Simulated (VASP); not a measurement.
# Li4Os (P4/nbm) in VASP: notebook

The runs below take Li4Os through single point, with PBE.

Program: VASP 6.6.1. These are calculated values, not measurements. Logs are shortened: lines on timing, memory, paths and dates and some standing lists are left out, and cuts for length are marked.

## (1) The cell of the first run

It takes space group P4/nbm (No. 125, tetragonal). Conventional cell: a = 7.198 Å, b = 7.198 Å, c = 2.523 Å, α = 90.00°, β = 90.00°, γ = 90.00°. Li (site symmetry m) has 8 Li at 2.20 to 2.68 Å and 2 Os at 2.82 Å within 2.9 Å. Within 3.3 Å of Os (site symmetry 422) lie 2 Os at 2.52 Å and 16 Li at 2.82 to 3.25 Å.

The cell was built from a structure type or drawn by symmetry, and may not be a known phase.

## (2) Single point, PBE

Input file INCAR:

```
SYSTEM = Li4Os
ALGO     = Fast           ! electronic algorithm
EDIFF    = 1E-7           ! SCF threshold, eV
ENCUT    = 520            ! plane-wave cutoff, eV
GGA      = PE             ! functional
ISIF     = 2              ! what is computed and relaxed
ISMEAR   = 0              ! smearing method
LASPH    = .True.         ! aspherical terms in the spheres
LCHARG   = .False.        ! write CHGCAR
LREAL    = .False.        ! projectors in reciprocal space
LWAVE    = .False.        ! write WAVECAR
NBANDS   = 31             ! bands
NELM     = 100            ! most SCF steps
PREC     = Accurate       ! precision mode
SIGMA    = 0.1            ! smearing width, eV
```

Input file KPOINTS:

```
k-points
0
Gamma
  6 6 14
  0 0 0
```

Input file POSCAR:

```
Li4Os
1.0
    7.1977836031      0.0000000000      0.0000000000
    0.0000000000      7.1977836031      0.0000000000
    0.0000000000      0.0000000000      2.5232534669
Li Os
8 2
Direct
    0.6549194746      0.8450805254      0.2947380906
    0.8450805254      0.3450805254      0.2947380906
    0.1549194746      0.3450805254      0.7052619094
    0.8450805254      0.6549194746      0.7052619094
    0.6549194746      0.1549194746      0.7052619094
    0.3450805254      0.8450805254      0.7052619094
    0.3450805254      0.1549194746      0.2947380906
    0.1549194746      0.6549194746      0.2947380906
    0.5000000000      0.5000000000      0.0000000000
    0.0000000000      0.0000000000      0.0000000000
```

Potentials or basis: VASP PAW PBE potentials, release 64 (Li_sv, Os).

Started as:

```sh
$ cat potpaw_PBE.64/Li_sv/POTCAR potpaw_PBE.64/Os/POTCAR > POTCAR
$ mpirun -np 1 vasp_std > vasp.out
```

OUTCAR:

```text
SYSTEM = Li4Os
   EDIFF = 1E-7
   ENCUT = 520
   GGA = PE
   ISIF = 2
   ISMEAR = 0
   LASPH = .True.
   LREAL = .False.
   NELM = 100
   PREC = Accurate

 ion  position               nearest neighbor table
   1  0.655  0.845  0.295-   4 2.20   4 2.44   6 2.46   5 2.46  10 2.82   9 2.82
   2  0.845  0.345  0.295-   5 2.20   5 2.44   3 2.46   4 2.46  10 2.82   9 2.82
   3  0.155  0.345  0.705-   7 2.20   7 2.44   2 2.46   8 2.46   9 2.82  10 2.82
   4  0.845  0.655  0.705-   1 2.20   1 2.44   2 2.46   8 2.46   9 2.82  10 2.82
   5  0.655  0.155  0.705-   2 2.20   2 2.44   1 2.46   7 2.46   9 2.82  10 2.82
   6  0.345  0.845  0.705-   8 2.20   8 2.44   7 2.46   1 2.46   9 2.82  10 2.82
   7  0.345  0.155  0.295-   3 2.20   3 2.44   6 2.46   5 2.46  10 2.82   9 2.82
   8  0.155  0.655  0.295-   6 2.20   6 2.44   3 2.46   4 2.46  10 2.82   9 2.82
   9  0.500  0.500  0.000-   1 2.82   2 2.82   3 2.82   4 2.82   5 2.82   6 2.82   7 2.82   8 2.82

  10  0.000  0.000  0.000-   1 2.82   2 2.82   3 2.82   4 2.82   5 2.82   6 2.82   7 2.82   8 2.82

  LATTYP: Found a simple tetragonal cell.
 ALAT       =     7.1977836031
 C/A-ratio  =     0.3505597842

  Lattice vectors:

 A1 = (   7.1977836031,   0.0000000000,   0.0000000000)
 A2 = (   0.0000000000,   7.1977836031,   0.0000000000)
 A3 = (   0.0000000000,   0.0000000000,   2.5232534669)

Analysis of symmetry for initial positions (statically):
=====================================================================
 Subroutine PRICEL returns:
 Original cell was already a primitive cell.

 Routine SETGRP: Setting up the symmetry group for a
 simple tetragonal supercell.

 Subroutine GETGRP returns: Found 16 space group operations
 (whereof  8 operations were pure point group operations)
 out of a pool of 16 trial point group operations.

The static configuration has the point symmetry D_4 .
 The point group associated with its full space group is D_4h.

Analysis of symmetry for dynamics (positions and initial velocities):
=====================================================================
 Subroutine PRICEL returns:
 Original cell was already a primitive cell.

 Routine SETGRP: Setting up the symmetry group for a
 simple tetragonal supercell.

 Subroutine GETGRP returns: Found 16 space group operations
 (whereof  8 operations were pure point group operations)
 out of a pool of 16 trial point group operations.

The dynamic configuration has the point symmetry D_4 .
 The point group associated with its full space group is D_4h.

 Subroutine INISYM returns: Found 16 space group operations
 (whereof  8 operations are pure point group operations),
 and found     1 'primitive' translations

----------------------------------------------------------------------------------------

                                     Primitive cell

  volume of cell :     130.7249

  direct lattice vectors                    reciprocal lattice vectors
     7.197783603  0.000000000  0.000000000     0.138931657  0.000000000  0.000000000
     0.000000000  7.197783603  0.000000000     0.000000000  0.138931657  0.000000000
     0.000000000  0.000000000  2.523253467     0.000000000  0.000000000  0.396313733

  length of vectors
     7.197783603  7.197783603  2.523253467     0.138931657  0.138931657  0.396313733

  position of ions in fractional coordinates (direct lattice)
     0.654919475  0.845080525  0.294738091
     0.845080525  0.345080525  0.294738091
     0.154919475  0.345080525  0.705261909
     0.845080525  0.654919475  0.705261909
     0.654919475  0.154919475  0.705261909
     0.345080525  0.845080525  0.705261909
     0.345080525  0.154919475  0.294738091
     0.154919475  0.654919475  0.294738091
     0.500000000  0.500000000  0.000000000
     0.000000000  0.000000000  0.000000000

  ion indices of the primitive-cell ions
   primitive index   ion index
                 1           1
                 2           2
                 3           3
                 4           4
                 5           5
                 6           6
                 7           7
                 8           8
                 9           9
                10          10

----------------------------------------------------------------------------------------

 KPOINTS: k-points

Automatic generation of k-mesh.
 Grid dimensions read from file:
 generate k-points for:    6    6   14

 Generating k-lattice:

  Cartesian coordinates                     Fractional coordinates (reciprocal lattice)
     0.023155276  0.000000000  0.000000000     0.166666667  0.000000000  0.000000000
     0.000000000  0.023155276  0.000000000     0.000000000  0.166666667  0.000000000
     0.000000000  0.000000000  0.028308124     0.000000000  0.000000000  0.071428571

  Length of vectors
     0.023155276  0.023155276  0.028308124

  Shift w.r.t. Gamma in fractional coordinates (k-lattice)
     0.000000000  0.000000000  0.000000000

 Subroutine IBZKPT returns following result:
 ===========================================

 Found     80 irreducible k-points:

 Following reciprocal coordinates:
            Coordinates               Weight
  0.000000  0.000000  0.000000      1.000000
  0.166667  0.000000  0.000000      4.000000
  0.333333  0.000000  0.000000      4.000000
  0.500000  0.000000  0.000000      2.000000
  0.166667  0.166667  0.000000      4.000000
  0.333333  0.166667  0.000000      8.000000
[... 16 lines left out ...]
  0.333333  0.000000  0.142857      8.000000
  0.500000  0.000000  0.142857      4.000000
 [... further k-points ...]
   k-points           NKPTS =     80   k-points in BZ     NKDIM =     80   number of bands    NBANDS=     31
   number of dos      NEDOS =    301   number of ions     NIONS =     10
   total plane-waves  NPLWV =  58320
   dimension x,y,z NGX =    54 NGY =   54 NGZ =   20
   dimension x,y,z NGXF=   108 NGYF=  108 NGZF=   40
   ions per type =               8   2
   NGX,Y,Z   is equivalent  to a cutoff of  12.47, 12.47, 13.18 a.u.
   NGXF,Y,Z  is equivalent  to a cutoff of  24.94, 24.94, 26.35 a.u.
 SYSTEM =  Li4Os
   PREC   = accura    normal or accurate (medium, high low for compatibility)
   ISTART =      0    job   : 0-new  1-cont  2-samecut
   ICHARG =      2    charge: 1-file 2-atom 10-const
   ISPIN  =      1    spin polarized calculation?
   LNONCOLLINEAR =      F non collinear calculations
   LSORBIT =      F    spin-orbit coupling
   LASPH  =      T    aspherical Exc in radial PAW
   ENCUT  =  520.0 eV  38.22 Ry    6.18 a.u.  13.38 13.38  4.69*2*pi/ulx,y,z
   NELM   =    100;   NELMIN=  2; NELMDL= -5     # of ELM steps
   EDIFF  = 0.1E-06   stopping-criterion for ELM
   LREAL  =      F    real-space projection
   EDIFFG = 0.1E-05   stopping-criterion for IOM
   NSW    =      0    number of steps for IOM
   IBRION =     -1    ionic relax: 0-MD 1-quasi-New 2-CG
   NFREE  =      0    steps in history (QN), initial steepest desc. (CG)
   ISIF   =      2    stress and relaxation
   ISYM   =      2    0-nonsym 1-usesym 2-fastsym
   POTIM  = 0.5000    time-step for ionic-motion
   TEBEG  =    0.0;   TEEND  =   0.0 temperature during run
   PSTRESS=    0.0 pullay stress
   NELECT =      40.0000    total number of electrons
   NUPDOWN=      -1.0000    fix difference up-down
   EMIN   =  10.00;   EMAX   =-10.00  energy-range for DOS
   EFERMI =   0.00;   METHOD = LEGACY
   ISMEAR =     0;   SIGMA  =   0.10  broadening in eV -4-tet -1-fermi 0-gaus
   EFERMI_NEDOS =   21; number of points for ismear=-14 and -15
   IALGO  =     68    algorithm
   IMIX   =      4    mixing-type and parameters
     AMIX     =   0.40;   BMIX     =  1.00
     AMIX_MAG =   1.60;   BMIX_MAG =  1.00
  volume/ion in A,a.u.               =      13.07        88.22
  Fermi-wavevector in a.u.,A,eV,Ry     =   1.103169  2.084687 16.558040  1.216982
  Thomas-Fermi vector in A             =   2.239623
   LORBIT       =      0    0 simple, 1 ext, 2 COOP (PROOUT), +10 PAW based schemes
   GGA     = PE    functional components
   LHFCALC =     F    Hartree Fock is set to
   AEXX    =    0.0000 exact exchange contribution
   IVDW    =     0    specifies the selected vdW correction
   LEPSILON=     F    determine dielectric tensor
   LRPA    =     F    only Hartree local field effects (RPA)
 non-spin polarized calculation
 RMM-DIIS sequential band-by-band and
 Gauss-broadening in eV      SIGMA  =   0.10
  energy-cutoff  :      520.00
  volume of cell :      130.72
 maximum number of plane-waves:      3548
 NGX is ok and might be reduce to    54
   NGX = 27   NGY = 27   NGZ =  9

 number of electron      40.0000010 magnetization

 Free energy of the ion-electron system (eV)
  ---------------------------------------------------
  ext. energy  EPLUGINS =         0.00000000
  ---------------------------------------------------
  free energy    TOTEN  =       -34.89045072 eV

  energy without entropy =      -34.86393895  energy(sigma->0) =      -34.87719483

 E-fermi :   3.2629     XC(G=0):  -9.5914

 val. band max:        3.2496023958   @ k =   0.3333   0.1667   0.1429
 cond. band min:       3.2637749114   @ k =   0.1667   0.0000   0.0000
 fundamental gap:      0.0141725156
 Fermi energy:         3.2628747218

 k-point     1 :       0.0000    0.0000    0.0000
  band No.  band energies     occupation
      1     -42.7024      2.00000
      2     -42.6565      2.00000
      3     -42.6565      2.00000
      4     -42.6162      2.00000
      5     -42.5905      2.00000
      6     -42.5452      2.00000
[... 23 lines left out ...]
     30       9.6017      0.00000
     31       9.9203      0.00000

 k-point     2 :       0.1667    0.0000    0.0000
  band No.  band energies     occupation
      1     -42.7001      2.00000
      2     -42.6613      2.00000
      3     -42.6545      2.00000
      4     -42.6202      2.00000
      5     -42.5858      2.00000
      6     -42.5474      2.00000
[... 740 lines left out ...]
 k-point    24 :       0.5000    0.0000    0.1429
  band No.  band energies     occupation
      1     -42.6683      2.00000
      2     -42.6683      2.00000
      3     -42.6280      2.00000
      4     -42.6280      2.00000
      5     -42.5576      2.00000
      6     -42.5576      2.00000
[... 23 lines left out ...]
     30       8.3402      0.00000
     31       9.9596      0.00000

 [... further k-points ...]

------------------------ aborting loop because EDIFF is reached ----------------------------------------

  FORCE on cell =-STRESS in cart. coord.  units (eV):
  Direction    XX          YY          ZZ          XY          YZ          ZX
  --------------------------------------------------------------------------------------
  -------------------------------------------------------------------------------------
  Total       -0.2255094     -0.2255094     -0.2396975      0.0000000      0.0000000      0.0000000
  in kB       -2.7638652     -2.7638652     -2.9377548      0.0000000      0.0000000      0.0000000
  external PRESSURE =      -2.8218284 kB  Pullay stress =       0.0000000 kB

 VOLUME and BASIS-vectors are now :
 -----------------------------------------------------------------------------
  energy-cutoff  :      520.00
  volume of cell :      130.72
      direct lattice vectors                 reciprocal lattice vectors
     7.197783603  0.000000000  0.000000000     0.138931657  0.000000000  0.000000000
     0.000000000  7.197783603  0.000000000     0.000000000  0.138931657  0.000000000
     0.000000000  0.000000000  2.523253467     0.000000000  0.000000000  0.396313733

 POSITION                                       TOTAL-FORCE (eV/Angst)
 -----------------------------------------------------------------------------------
      4.71397      6.08271      0.74370         0.002421     -0.002421     -0.003281
      6.08271      2.48381      0.74370        -0.002421     -0.002421     -0.003281
      1.11508      2.48381      1.77955         0.002421     -0.002421      0.003281
      6.08271      4.71397      1.77955        -0.002421      0.002421      0.003281
      4.71397      1.11508      1.77955         0.002421      0.002421      0.003281
      2.48381      6.08271      1.77955        -0.002421     -0.002421      0.003281
      2.48381      1.11508      0.74370        -0.002421      0.002421     -0.003281
      1.11508      4.71397      0.74370         0.002421      0.002421     -0.003281
      3.59889      3.59889      0.00000         0.000000      0.000000     -0.000000
      0.00000      0.00000      0.00000         0.000000      0.000000     -0.000000
 -----------------------------------------------------------------------------------
    total drift:                                0.000000      0.000000      0.000000

  FREE ENERGIE OF THE ION-ELECTRON SYSTEM (eV)
  ---------------------------------------------------
  free  energy   TOTEN  =       -34.8904507205 eV

  energy  without entropy=      -34.8639389460  energy(sigma->0) =      -34.87719483
```

Run time: 12 min. Hardware: 1 thread of Intel Xeon Platinum 8488C (Sapphire Rapids), shared host; peak memory 0.4 GiB.

What came out:

```
Free energy            : -34.8905 eV
Largest force          : 0.005 eV/Å
Band gap on the k mesh : zero (bands 20 and 21 overlap by 2.13 eV)
```

Forces in eV/Å, atoms in the order of the input:
```
Li   0.002 -0.002 -0.003
Li  -0.002 -0.002 -0.003
Li   0.002 -0.002  0.003
Li  -0.002  0.002  0.003
Li   0.002  0.002  0.003
Li  -0.002 -0.002  0.003
Li  -0.002  0.002 -0.003
Li   0.002  0.002 -0.003
Os   0.000  0.000  0.000
Os   0.000  0.000  0.000
```

Caveat: the cutoff is under 1.25 times the usual one of these potentials, so pressure, stress and relaxed cells hold a basis-set (Pulay) error; spin-orbit coupling is left out, which moves the levels of the heavy elements.

## (3) Single point, PBE

Input file INCAR:

```
PREC = Accurate ; ENCUT = 520
EDIFF = 1E-6 ; ISMEAR = 0
SIGMA = 0.1 ; LREAL = False
LASPH = True ; NELM = 100
ALGO = Fast ; ISIF = 2
LWAVE = False ; LCHARG = False
GGA = PE ; NBANDS = 31
```

Input file KPOINTS:

```
Automatic mesh
0
Gamma
  8 8 8
```

Input file POSCAR:

```
Li4Os
1.0
    7.2149363324      0.0000000000      0.0000000000
    0.0000000000      7.2149363324      0.0000000000
    0.0000000000      0.0000000000      2.5092612844
Li Os
8 2
Direct
    0.6546555351      0.8453444649      0.2955711715
    0.8453444649      0.3453444649      0.2955711715
    0.1546555351      0.3453444649      0.7044288285
    0.8453444649      0.6546555351      0.7044288285
    0.6546555351      0.1546555351      0.7044288285
    0.3453444649      0.8453444649      0.7044288285
    0.3453444649      0.1546555351      0.2955711715
    0.1546555351      0.6546555351      0.2955711715
    0.5000000000      0.5000000000      0.0000000000
    0.0000000000      0.0000000000      0.0000000000
```

Potentials or basis: VASP PAW PBE potentials, release 64 (Li_sv, Os).

Started as:

```sh
$ cat potpaw_PBE.64/Li_sv/POTCAR potpaw_PBE.64/Os/POTCAR > POTCAR
$ mpirun -np 1 vasp_std > vasp.out
```

Run time: 13 min. Hardware: 1 thread of Intel Xeon Platinum 8259CL at 2.50GHz (Skylake/Cascade Lake), shared host; peak memory 0.39 GiB.

The run converged. Its results:

```
Free energy            : -34.9314 eV
Largest force          : 0.003 eV/Å
Band gap on the k mesh : zero (bands 20 and 21 overlap by 2.15 eV)
```

Forces in eV/Å, atoms in the order of the input:
```
Li   0.002 -0.002 -0.001
Li  -0.002 -0.002 -0.001
Li   0.002 -0.002  0.001
Li  -0.002  0.002  0.001
Li   0.002  0.002  0.001
Li  -0.002 -0.002  0.001
Li  -0.002  0.002 -0.001
Li   0.002  0.002 -0.001
Os   0.000  0.000  0.000
Os   0.000  0.000  0.000
```

Levels at points of the mesh, in eV from the Fermi level:
| k point | band 18 | band 19 | band 20 | band 21 | band 22 | band 23 |
| --- | --- | --- | --- | --- | --- | --- |
| (0.00, 0.00, 0.00) | -1.53 | -0.76 | -0.48 | -0.48 | -0.13 | 1.83 |
| (0.50, 0.00, 0.00) | -1.50 | -0.89 | -0.89 | 0.30 | 0.30 | 1.83 |
| (0.50, 0.50, 0.00) | -1.91 | -0.13 | -0.13 | 0.07 | 0.07 | 1.83 |
| (0.00, 0.00, 0.50) | -0.10 | 0.35 | 1.29 | 1.29 | 1.93 | 2.03 |
| (0.50, 0.00, 0.50) | -0.44 | 0.89 | 0.89 | 1.57 | 1.57 | 1.72 |
| (0.50, 0.50, 0.50) | -0.19 | 0.22 | 0.22 | 1.16 | 1.16 | 2.00 |

Caveat: the cutoff is under 1.25 times the usual one of these potentials, so pressure, stress and relaxed cells hold a basis-set (Pulay) error; spin-orbit coupling is left out, which moves the levels of the heavy elements.
